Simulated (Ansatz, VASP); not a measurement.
## Two plane-wave programs on Se

```xyz
2
Lattice="0.0000 2.9720 2.9720 2.9720 0.0000 2.9720 2.9720 2.9720 0.0000" Properties=species:S:1:pos:R:3 pbc="T T T"
Se   -0.7430   -0.7430   -0.7430
Se    0.7430    0.7430    0.7430
```

Change from the starting cell: shortest bond scaled by 1, PAW files.

Alike in both runs: task single point; functional LDA; k mesh 9 × 9 × 9; occupations fermi-dirac, width 0.05 eV; no spin polarisation.

|  | VASP | Ansatz |
| --- | --- | --- |
| version | VASP 6.6.1 | Ansatz 0.2.0 |
| potentials or method | VASP PAW LDA potentials, release 64 (Se) | PAW with Ansatz's default frozen-core files, scalar-relativistic |
| plane-wave cutoff (eV) | 520 | 420 |
| valence electrons in the cell | 12 | 32 |

Ansatz gave:

- pressure (GPa): 6.6

Estimate VASP's values.

pressure (GPa): 6.8.

LDA's correlation is that of Perdew and Zunger in VASP and of Perdew and Wang (1992) in Ansatz. VASP's potentials hold 12 valence electrons a cell and Ansatz's 32, so a difference there can come from the potentials and not from the codes.
